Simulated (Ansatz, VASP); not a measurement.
PtSe2 in VASP and in Ansatz

```xyz
6
Lattice="5.4251 0.0000 0.0000 0.0000 7.4789 0.0000 0.0000 0.0000 3.7899" Properties=species:S:1:pos:R:3 pbc="T T T"
Pt    0.0000    0.0000    1.5918
Pt    2.7125    3.7395    1.5918
Se    1.6983    5.2688    2.4937
Se    3.7267    2.2101    2.4937
Se    1.0142    1.5294    2.4937
Se    4.4109    5.9496    2.4937
```

Alike in both runs: task single point; functional PBE; k mesh 4 × 4 × 4; occupations gaussian, width 0.1 eV; collinear spin.

```csv
,VASP,Ansatz
version,VASP 6.6.1,Ansatz 0.2.0
potentials or method,"VASP PAW PBE potentials, release 64 (Pt, Se), cutoff 520 eV","scalar-relativistic, plane waves, PAW"
valence electrons in the cell,44,100
```

Ansatz gave:

- gap on the k mesh at the Fermi level (eV): none
- pressure (GPa): 23.9
- traceless stress, the component that is largest in VASP (GPa): 15.56
- rms of the force components (eV/Å): 4.565
- net moment per atom (μB): 0.00

Q: Which values does VASP return?

A: gap on the k mesh at the Fermi level (eV): none; pressure (GPa): 24.0; traceless stress, the component that is largest in VASP (GPa): 15.64; rms of the force components (eV/Å): 4.593; net moment per atom (μB): 0.00.

Atom by atom the forces differ by 0.028 eV/Å (rms over components). A gap of «none» marks a metal or a gap that the smearing closes. The functional is the same, so the differences come from potentials, cutoffs and numerics. VASP's potentials hold 44 valence electrons a cell and Ansatz's 100, so a difference there can come from the potentials and not from the codes. Ansatz's warnings: seeded moment not kept.

The k mesh is coarse, so the values compare programs but aren't converged. Spin-orbit coupling is off throughout.
